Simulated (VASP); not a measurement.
A run of VASP 6.6.1:

File INCAR:

```
SYSTEM = In3SbAs2
ALGO = Normal ; EDIFF = 1E-6
ENCUT = 520 ; GGA = PE
ISIF = 2 ; ISMEAR = -1
LASPH = .TRUE. ; LCHARG = .FALSE.
LREAL = .FALSE. ; LWAVE = .FALSE.
NBANDS = 36 ; NELM = 100
PREC = Accurate ; SIGMA = 0.02
```

KPOINTS

```
k-points
0
G
  6 6 2
  0 0 0
```

Contents of POSCAR:

```
In3SbAs2
1.0
    4.4837719820      0.0000000000      0.0000000000
   -2.2418859910      3.8830604412      0.0000000000
    0.0000000000      0.0000000000     10.9857410481
As Sb In
2 1 3
Direct
    0.0000000000      0.0000000000      0.0067908773
    0.3333333333      0.6666666667      0.3274361865
    0.6666666667      0.3333333333      0.6650850861
    0.3333333333      0.6666666667      0.0830015095
    0.6666666667      0.3333333333      0.4040270019
    0.0000000000      0.0000000000      0.7636593387
```

Potentials or basis: VASP PAW PBE potentials, release 64 (As, Sb, In_d).

Run with:

```sh
$ cat potpaw_PBE.64/As/POTCAR potpaw_PBE.64/Sb/POTCAR potpaw_PBE.64/In_d/POTCAR > POTCAR
$ mpirun -np 1 vasp_std > vasp.out
```

Hardware: 1 thread of Intel(R) Xeon(R) Platinum 8259CL CPU @ 2.50GHz (Skylake/Cascade Lake) (shared host).

Question: How long does it take, and how much memory?

Answer: Run time: 98 s on 1 thread of Intel(R) Xeon(R) Platinum 8259CL CPU @ 2.50GHz (Skylake/Cascade Lake) (shared host), peak memory 0.36 GiB. Counts: scf iterations 15, k points 14.
